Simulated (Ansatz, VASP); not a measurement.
**NbRh in VASP and in Ansatz**

The input INCAR:

```
SYSTEM = NbRh
PREC = Accurate
ENCUT = 520
EDIFF = 1E-8
ISMEAR = -1
SIGMA = 0.05
LREAL = .FALSE.
LASPH = .TRUE.
NELM = 60
ALGO = Normal
ISIF = 2
LWAVE = .FALSE.
LCHARG = .FALSE.
GGA = CA
LEFG = .TRUE.
NBANDS = 21
```

Contents of KPOINTS:

```
regular mesh
0
G
  13 13 10
  0 0 0
```

The input POSCAR:

```
NbRh
1.0
    2.3970356348      0.0000000000      0.0000000000
    0.0000000000      2.3970356348      0.0000000000
    0.0000000000      0.0000000000      3.2126350221
Nb Rh
1 1
Direct
    0.0000000000      0.0000000000      0.0000000000
    0.5000000000      0.5000000000      0.5000000000
```

Input for Ansatz:

```yaml
crystal:
  lattice:
    - [2.3970356348, 0.0, 0.0]
    - [0.0, 2.3970356348, 0.0]
    - [0.0, 0.0, 3.2126350221]
  atoms:
    - { symbol: Nb, position: [0.0, 0.0, 0.0] }
    - { symbol: Rh, position: [0.5, 0.5, 0.5] }
kpoints:
  mp_grid: { grid: [13, 13, 10] }
  band_path:
    path:
      - [0.0, 0.0, 0.0]
      - [0.0, 0.5, 0.0]
      - [0.5, 0.5, 0.0]
      - [0.0, 0.0, 0.0]
      - [0.0, 0.0, 0.5]
      - [0.0, 0.5, 0.5]
      - [0.5, 0.5, 0.5]
      - [0.0, 0.0, 0.5]
      - [0.0, 0.5, 0.0]
    npoints: 6
scf:
  occupations: { method: fermi_dirac, width: 0.05 }
hamiltonian:
  xc: lda
  pseudopotentials: { kind: paw }
output:
  forces: true
  stress: true
  eigenvalues: true
  efg: { contact_densities: true }
  populations: true
```

Change from the starting cell: volume scaled by 0.6, PAW files.

Alike in both runs: task electric field gradients; functional LDA; k mesh 13 × 13 × 10; occupations fermi-dirac, width 0.05 eV; no spin polarisation.

|  | VASP | Ansatz |
| --- | --- | --- |
| version | VASP 6.6.1 | Ansatz 0.2.0 |
| potentials or method | VASP PAW LDA potentials, release 64 (Nb_sv, Rh_pv) | PAW with Ansatz's default frozen-core files, scalar-relativistic |
| plane-wave cutoff (eV) | 520 | 420 |
| valence electrons in the cell | 28 | 30 |

```csv
,VASP,Ansatz,Ansatz less VASP
pressure (GPa),356.1,351.3,-4.83
"traceless stress, the component that is largest in VASP (GPa)",25.97,25.94,-0.028
size of Vzz on the site where it differs most (V/Å²),136.5,128.1,-8.38
```

LDA's correlation is that of Perdew and Zunger in VASP and of Perdew and Wang (1992) in Ansatz. Both programs put the cell under a high pressure, so it lies far from rest at this level. VASP's potentials hold 28 valence electrons a cell and Ansatz's 30, so a difference there can come from the potentials and not from the codes.

Noted on VASP's run: the cell as given lies far from equilibrium.
